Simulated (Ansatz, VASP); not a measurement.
Ir in VASP and in Ansatz

Contents of INCAR:

```
SYSTEM = Ir
ALGO = Normal
EDIFF = 1E-7
ENCUT = 520
GGA = RP
ISIF = 2
ISMEAR = 0
LASPH = .TRUE.
LCHARG = .FALSE.
LREAL = .FALSE.
LWAVE = .FALSE.
NBANDS = 10
NELM = 80
PREC = Accurate
SIGMA = 0.02
```

File KPOINTS:

```
k-points
0
G
  12 12 12
  0 0 0
```

Contents of POSCAR:

```
Ir
1.0
    0.0000000000      1.9156000000      1.9156000000
    1.9156000000      0.0000000000      1.9156000000
    1.9156000000      1.9156000000      0.0000000000
Ir
1
Direct
    0.0000000000      0.0000000000      0.0000000000
```

input.yaml

```yaml
crystal:
  lattice:
    - [0.0, 1.9156, 1.9156]
    - [1.9156, 0.0, 1.9156]
    - [1.9156, 1.9156, 0.0]
  atoms:
    - { symbol: Ir, position: [0.0, 0.0, 0.0] }
kpoints:
  mp_grid: { grid: [12, 12, 12] }
scf:
  occupations: { method: gaussian, width: 0.02 }
hamiltonian:
  xc: rpbe
  pseudopotentials: { kind: all_electron, lapw: { basis_error: 0.001 } }
output:
  forces: true
  stress: true
  eigenvalues: true
```

Alike in both runs: task single point; functional RPBE; k mesh 12 × 12 × 12; occupations gaussian, width 0.02 eV; no spin polarisation.

|  | VASP | Ansatz |
| --- | --- | --- |
| version | VASP 6.6.1 | Ansatz 0.2.0 |
| potentials or method | VASP PAW PBE potentials, release 64 (Ir), cutoff 520 eV | all-electron LAPW, scalar-relativistic |

VASP gave:

| Property | Result |
| --- | --- |
| gap on the k mesh at the Fermi level (eV) | none |
| pressure (GPa) | 15.9 |

Task: What did Ansatz give for the same quantities?

Result: gap on the k mesh at the Fermi level (eV): none; pressure (GPa): 15.3.

VASP's potentials were made for PBE, not for RPBE. A gap of «none» marks a metal or a gap that the smearing closes. Ansatz ran all-electron here, and VASP with PAW potentials.

Neither program's run includes spin-orbit coupling.
